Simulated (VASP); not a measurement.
# BN (P6_3/mmc) in VASP: notebook, part 2 of 2

VASP 6.6.1. Earlier steps stand in the parts before.

## (4) Single point, LDA (volume 9.125 Å^3 an atom, c/a of the conventional cell 2.6740)

The input, INCAR:

```
SYSTEM = BN
PREC = Accurate
ENCUT = 520
EDIFF = 1E-6
ISMEAR = 0
SIGMA = 0.05
LREAL = .False.
LASPH = .True.
NELM = 60
ALGO = Normal
ISIF = 2
LWAVE = .False.
LCHARG = .True.
LELF = .True.
LVHAR = .True.
NBANDS = 16
```

The input, KPOINTS:

```
regular mesh
0
Gamma
  12 12 4
  0 0 0
```

The input, POSCAR:

```
BN
1.0
    2.5072652217      0.0000000000      0.0000000000
   -1.2536326109      2.1713553760      0.0000000000
    0.0000000000      0.0000000000      6.7044272028
B N
2 2
Direct
    0.3333333333      0.6666666667      0.2500000000
    0.6666666667      0.3333333333      0.7500000000
    0.3333333333      0.6666666667      0.7500000000
    0.6666666667      0.3333333333      0.2500000000
```

Potentials or basis: VASP PAW LDA potentials, release 64 (B, N).

On the command line:

```sh
$ cat potpaw_LDA.64/B/POTCAR potpaw_LDA.64/N/POTCAR > POTCAR
$ mpirun -np 1 vasp_std > vasp.out
```

OUTCAR:

```text
SYSTEM = BN
   PREC = Accurate
   ENCUT = 520
   EDIFF = 1E-6
   ISMEAR = 0
   LREAL = .False.
   LASPH = .True.
   NELM = 60
   ISIF = 2

 ion  position               nearest neighbor table
   1  0.333  0.667  0.250-   4 1.45   4 1.45   4 1.45
   2  0.667  0.333  0.750-   3 1.45   3 1.45   3 1.45
   3  0.333  0.667  0.750-   2 1.45   2 1.45   2 1.45
   4  0.667  0.333  0.250-   1 1.45   1 1.45   1 1.45

  LATTYP: Found a hexagonal cell.
 ALAT       =     2.5072652217
 C/A-ratio  =     2.6740000000

  Lattice vectors:

 A1 = (   2.5072652217,   0.0000000000,   0.0000000000)
 A2 = (  -1.2536326109,   2.1713553760,   0.0000000000)
 A3 = (   0.0000000000,   0.0000000000,   6.7044272028)

Analysis of symmetry for initial positions (statically):
=====================================================================
 Subroutine PRICEL returns:
 Original cell was already a primitive cell.

 Routine SETGRP: Setting up the symmetry group for a
 hexagonal supercell.

 Subroutine GETGRP returns: Found 24 space group operations
 (whereof 12 operations were pure point group operations)
 out of a pool of 24 trial point group operations.

[... 173 lines left out ...]
 fundamental gap:      4.0837439703
 Fermi energy:         2.3690845322

 k-point     1 :       0.0000    0.0000    0.0000
  band No.  band energies     occupation
      1     -15.5056      2.00000
      2     -15.2121      2.00000
      3      -4.2190      2.00000
      4      -2.0982      2.00000
      5       0.7043      2.00000
      6       0.7043      2.00000
[... 433 lines left out ...]
      3      -4.7810      2.00000
      4      -4.7255      2.00000
      5      -1.5395      2.00000
      6      -1.4986      2.00000
[... 8 lines left out ...]
     15      18.4756      0.00000
     16      20.3896      0.00000

 [... further k-points ...]

------------------------ aborting loop because EDIFF is reached ----------------------------------------

  FORCE on cell =-STRESS in cart. coord.  units (eV):
  Direction    XX          YY          ZZ          XY          YZ          ZX
  --------------------------------------------------------------------------------------
  -------------------------------------------------------------------------------------
  Total       -1.6348855     -1.6348855     -0.2131219      0.0000000      0.0000000     -0.0000000
  in kB      -71.7637379    -71.7637379     -9.3550444      0.0000000      0.0000000     -0.0000000
  external PRESSURE =     -50.9608400 kB  Pullay stress =       0.0000000 kB

 VOLUME and BASIS-vectors are now :
 -----------------------------------------------------------------------------
  energy-cutoff  :      520.00
  volume of cell :       36.50
      direct lattice vectors                 reciprocal lattice vectors
     2.507265222  0.000000000  0.000000000     0.398840933  0.230270920  0.000000000
    -1.253632611  2.171355376  0.000000000     0.000000000  0.460541840  0.000000000
     0.000000000  0.000000000  6.704427203     0.000000000  0.000000000  0.149155173

 POSITION                                       TOTAL-FORCE (eV/Angst)
 -----------------------------------------------------------------------------------
     -0.00000      1.44757      1.67611        -0.000000      0.000000      0.000000
      1.25363      0.72379      5.02832         0.000000      0.000000      0.000000
     -0.00000      1.44757      5.02832         0.000000     -0.000000      0.000000
      1.25363      0.72379      1.67611        -0.000000      0.000000      0.000000
 -----------------------------------------------------------------------------------
    total drift:                                0.000000     -0.000000      0.000000

  FREE ENERGIE OF THE ION-ELECTRON SYSTEM (eV)
  ---------------------------------------------------
  free  energy   TOTEN  =       -38.5672093717 eV

  energy  without entropy=      -38.5672093717  energy(sigma->0) =      -38.56720937
```

stdout:

```text
POSCAR found type information on POSCAR B N
 POSCAR found :  2 types and       4 ions
 scaLAPACK will be used
 LDA part: xc-table for (Slater(with rela. corr.)+CA(PZ))
 , standard interpolation
 POSCAR, INCAR and KPOINTS ok, starting setup
 FFT: planning ... GRIDC
 FFT: planning ... GRID_SOFT
 FFT: planning ... GRID
 WAVECAR not read
 entering main loop
```

Wall time 45 s (1 thread of Intel Xeon 8259CL, shared host); peak memory 0.15 GiB.

Results:

| Quantity | Value |
| --- | --- |
| Free energy | -38.5672 eV |
| Pressure | -5.1 GPa |
| Band gap on the k mesh | 4.08 eV, indirect (least direct gap 4.49 eV) |

Stress tensor (GPa, compression positive):
```
-7.18  0.00  0.00
 0.00 -7.18  0.00
 0.00  0.00 -0.94
```

Levels at points of the mesh, in eV from the valence-band top:
```csv
k point,band 4,band 5,band 6,band 7,band 8,band 9,band 10,band 11,band 12,band 13
"(0.00, 0.00, 0.00)",-4.15,-1.35,-1.35,-1.31,-1.31,4.87,9.90,11.40,11.40,11.52
"(0.50, 0.00, 0.00)",-8.79,-4.15,-4.09,-1.45,-0.45,4.08,5.47,9.42,9.90,12.23
"(0.00, 0.00, 0.50)",-5.33,-1.33,-1.33,-1.33,-1.33,7.24,7.24,11.46,11.46,11.46
"(0.50, 0.00, 0.50)",-8.82,-4.12,-4.12,-0.93,-0.93,4.56,4.56,9.85,9.85,13.12
```

 A k mesh can miss the band edges.

## (5) Single point, LDA (volume 9.125 Å^3 an atom, c/a of the conventional cell 2.4874)

The input, INCAR:

```
SYSTEM = BN
PREC = Accurate
ENCUT = 520
EDIFF = 1E-6
ISMEAR = 0
SIGMA = 0.05
LREAL = .False.
LASPH = .True.
NELM = 80
ALGO = Normal
ISIF = 2
LWAVE = .False.
LCHARG = .False.
GGA = CA
NBANDS = 16
```

KPOINTS is that of step 4.

The input, POSCAR:

```
BN
1.0
    2.5684564179      0.0000000000      0.0000000000
   -1.2842282089      2.2243485064      0.0000000000
    0.0000000000      0.0000000000      6.3887784939
B N
2 2
Direct
    0.3333333333      0.6666666667      0.2500000000
    0.6666666667      0.3333333333      0.7500000000
    0.3333333333      0.6666666667      0.7500000000
    0.6666666667      0.3333333333      0.2500000000
```

Potentials or basis: VASP PAW LDA potentials, release 64 (B, N).

On the command line:

```sh
$ cat potpaw_LDA.64/B/POTCAR potpaw_LDA.64/N/POTCAR > POTCAR
$ mpirun -np 1 vasp_std > vasp.out
```

OUTCAR:

```text
SYSTEM = BN
   PREC = Accurate
   ENCUT = 520
   EDIFF = 1E-6
   ISMEAR = 0
   LREAL = .False.
   LASPH = .True.
   NELM = 80
   ISIF = 2
   GGA = CA

 ion  position               nearest neighbor table
   1  0.333  0.667  0.250-   4 1.48   4 1.48   4 1.48
   2  0.667  0.333  0.750-   3 1.48   3 1.48   3 1.48
   3  0.333  0.667  0.750-   2 1.48   2 1.48   2 1.48
   4  0.667  0.333  0.250-   1 1.48   1 1.48   1 1.48

  LATTYP: Found a hexagonal cell.
 ALAT       =     2.5684564179
 C/A-ratio  =     2.4874000000

  Lattice vectors:

 A1 = (   2.5684564179,   0.0000000000,   0.0000000000)
 A2 = (  -1.2842282089,   2.2243485064,   0.0000000000)
 A3 = (   0.0000000000,   0.0000000000,   6.3887784939)

Analysis of symmetry for initial positions (statically):
=====================================================================
 Subroutine PRICEL returns:
 Original cell was already a primitive cell.

 Routine SETGRP: Setting up the symmetry group for a
 hexagonal supercell.

 Subroutine GETGRP returns: Found 24 space group operations
 (whereof 12 operations were pure point group operations)
 out of a pool of 24 trial point group operations.

The static configuration has the point symmetry D_3d.
 The point group associated with its full space group is D_6h.

Analysis of symmetry for dynamics (positions and initial velocities):
=====================================================================
 Subroutine PRICEL returns:
 Original cell was already a primitive cell.

 Routine SETGRP: Setting up the symmetry group for a
 hexagonal supercell.

 Subroutine GETGRP returns: Found 24 space group operations
 (whereof 12 operations were pure point group operations)
 out of a pool of 24 trial point group operations.

The dynamic configuration has the point symmetry D_3d.
 The point group associated with its full space group is D_6h.

 Subroutine INISYM returns: Found 24 space group operations
[... 123 lines left out ...]
  Fermi-wavevector in a.u.,A,eV,Ry     =   1.243609  2.350080 21.042273  1.546563
  Thomas-Fermi vector in A             =   2.377912
   LORBIT       =      0    0 simple, 1 ext, 2 COOP (PROOUT), +10 PAW based schemes
   GGA     = CA    functional components
   LHFCALC =     F    Hartree Fock is set to
   AEXX    =    0.0000 exact exchange contribution
   IVDW    =     0    specifies the selected vdW correction
   LEPSILON=     F    determine dielectric tensor
   LRPA    =     F    only Hartree local field effects (RPA)
 non-spin polarized calculation
 Gauss-broadening in eV      SIGMA  =   0.05
  energy-cutoff  :      520.00
  volume of cell :       36.50
 maximum number of plane-waves:       995
 NGX is ok and might be reduce to    20
   NGX =  9   NGY =  9   NGZ = 23

 number of electron      16.0000003 magnetization

 Free energy of the ion-electron system (eV)
  ---------------------------------------------------
  ext. energy  EPLUGINS =         0.00000000
  ---------------------------------------------------
  free energy    TOTEN  =       -38.35987449 eV

  energy without entropy =      -38.35987449  energy(sigma->0) =      -38.35987449

 E-fermi :   2.4854     XC(G=0): -10.5956

 val. band max:        2.1976258422   @ k =   0.3333   0.2500   0.0000
 cond. band min:       6.0545431773   @ k =   0.5000   0.0000   0.0000
 fundamental gap:      3.8569173351
 Fermi energy:         2.4854318178

 k-point     1 :       0.0000    0.0000    0.0000
  band No.  band energies     occupation
      1     -15.0608      2.00000
      2     -14.6332      2.00000
      3      -4.0100      2.00000
      4      -1.3083      2.00000
      5       0.7141      2.00000
      6       0.7141      2.00000
[... 433 lines left out ...]
      3      -4.5589      2.00000
      4      -4.4644      2.00000
      5      -1.3809      2.00000
      6      -1.3098      2.00000
[... 8 lines left out ...]
     15      18.1139      0.00000
     16      19.3840      0.00000

 [... further k-points ...]

------------------------ aborting loop because EDIFF is reached ----------------------------------------

  FORCE on cell =-STRESS in cart. coord.  units (eV):
  Direction    XX          YY          ZZ          XY          YZ          ZX
  --------------------------------------------------------------------------------------
  -------------------------------------------------------------------------------------
  Total       -7.0492628     -7.0492628      0.0194698     -0.0000000      0.0000000      0.0000000
  in kB     -309.4292911   -309.4292911      0.8546300     -0.0000000      0.0000000      0.0000000
  external PRESSURE =    -206.0013174 kB  Pullay stress =       0.0000000 kB

 VOLUME and BASIS-vectors are now :
 -----------------------------------------------------------------------------
  energy-cutoff  :      520.00
  volume of cell :       36.50
      direct lattice vectors                 reciprocal lattice vectors
     2.568456418  0.000000000  0.000000000     0.389338901  0.224784920  0.000000000
    -1.284228209  2.224348506  0.000000000     0.000000000  0.449569839  0.000000000
     0.000000000  0.000000000  6.388778494     0.000000000  0.000000000  0.156524444

 POSITION                                       TOTAL-FORCE (eV/Angst)
 -----------------------------------------------------------------------------------
     -0.00000      1.48290      1.59719        -0.000000     -0.000000      0.000000
      1.28423      0.74145      4.79158         0.000000      0.000000      0.000000
     -0.00000      1.48290      4.79158        -0.000000     -0.000000      0.000000
      1.28423      0.74145      1.59719        -0.000000      0.000000      0.000000
 -----------------------------------------------------------------------------------
    total drift:                                0.000000     -0.000000      0.000000

  FREE ENERGIE OF THE ION-ELECTRON SYSTEM (eV)
  ---------------------------------------------------
  free  energy   TOTEN  =       -38.3598744901 eV

  energy  without entropy=      -38.3598744901  energy(sigma->0) =      -38.35987449
```

stdout:

```text
POSCAR found type information on POSCAR B N
 POSCAR found :  2 types and       4 ions
 scaLAPACK will be used
 LDA part: xc-table for (Slater(with rela. corr.)+CA(PZ))
 , standard interpolation
 POSCAR, INCAR and KPOINTS ok, starting setup
 FFT: planning ... GRIDC
 FFT: planning ... GRID_SOFT
 FFT: planning ... GRID
 WAVECAR not read
 entering main loop
```

It took 39 s on 1 thread of Intel Xeon 8259CL, shared host; peak memory 0.15 GiB.

What came out:

* Free energy: -38.3599 eV
* Pressure: -20.6 GPa
* Band gap on the k mesh: 3.86 eV, indirect (least direct gap 4.18 eV)

Stress tensor (GPa, compression positive):
```
-30.94   0.00   0.00
  0.00 -30.94   0.00
  0.00   0.00   0.09
```

 A k mesh can miss the band edges.

## (6) Single point, LDA (volume 8.707 Å^3 an atom, c/a of the conventional cell 2.4281)

The input, INCAR:

```
PREC = Accurate ; ENCUT = 520
EDIFF = 1E-6 ; ISMEAR = 0
SIGMA = 0.05 ; LREAL = F
LASPH = T ; NELM = 60
ALGO = Normal ; ISIF = 2
LWAVE = F ; LCHARG = F
NBANDS = 16
```

The input, KPOINTS:

```
Automatic mesh
0
Gamma
  12 12 4
```

The input, POSCAR:

```
BN
1.0
    2.5490875800      0.0000000000      0.0000000000
   -1.2745437900      2.2075746007      0.0000000000
    0.0000000000      0.0000000000      6.1894395529
B N
2 2
Direct
    0.3333333333      0.6666666667      0.2500000000
    0.6666666667      0.3333333333      0.7500000000
    0.3333333333      0.6666666667      0.7500000000
    0.6666666667      0.3333333333      0.2500000000
```

Potentials or basis: VASP PAW LDA potentials, release 64 (B, N).

On the command line:

```sh
$ cat potpaw_LDA.64/B/POTCAR potpaw_LDA.64/N/POTCAR > POTCAR
$ mpirun -np 1 vasp_std > vasp.out
```

Wall time 14 s (1 thread of Intel Xeon Platinum 8488C (Sapphire Rapids), shared host); peak memory 0.14 GiB.

The run converged. Its results:

```
Free energy            : -38.4476 eV
Pressure               : -16.0 GPa
Band gap on the k mesh : 3.85 eV, indirect (least direct gap 4.14 eV)
```

Stress tensor (GPa, compression positive):
```
-24.72   0.00   0.00
  0.00 -24.72   0.00
  0.00   0.00   1.32
```

Levels at points of the mesh, in eV from the valence-band top:
| k point | band 5 | band 6 | band 7 | band 8 | band 9 | band 10 | band 11 | band 12 |
| --- | --- | --- | --- | --- | --- | --- | --- | --- |
| (0.00, 0.00, 0.00) | -1.49 | -1.49 | -1.40 | -1.40 | 5.40 | 10.53 | 10.86 | 10.86 |
| (0.50, 0.00, 0.00) | -4.18 | -4.04 | -1.79 | -0.29 | 3.85 | 5.70 | 9.02 | 9.20 |
| (0.00, 0.00, 0.50) | -1.45 | -1.45 | -1.45 | -1.45 | 8.09 | 8.09 | 10.97 | 10.97 |
| (0.50, 0.00, 0.50) | -4.11 | -4.11 | -0.97 | -0.97 | 4.37 | 4.37 | 9.33 | 9.33 |

 A k mesh can miss the band edges.

## (7) Overview

| cell | gap on the mesh (eV) | pressure (GPa) |
| --- | --- | --- |
| a = 2.631, b = 2.631, c = 6.088 Å, angles 90.0, 90.0, 120.0°, 4 atoms | 3.71 | -34.0 |
| a = 2.467, b = 2.467, c = 6.923 Å, angles 90.0, 90.0, 120.0°, 4 atoms | 4.21 | 6.4 |
| a = 2.507, b = 2.507, c = 6.704 Å, angles 90.0, 90.0, 120.0°, 4 atoms | 4.08 | -5.1 |
| a = 2.568, b = 2.568, c = 6.389 Å, angles 90.0, 90.0, 120.0°, 4 atoms | 3.86 | -20.6 |
| a = 2.549, b = 2.549, c = 6.189 Å, angles 90.0, 90.0, 120.0°, 4 atoms | 3.85 | -16.0 |

Alike in all rows: task single point; level LDA; potentials or basis VASP PAW LDA potentials, release 64 (B, N); no spin polarisation; k mesh 12 × 12 × 4; cutoff (eV) 520; smearing gaussian 0.05 eV.

Absolute energies hang on the potentials; compare differences alone.
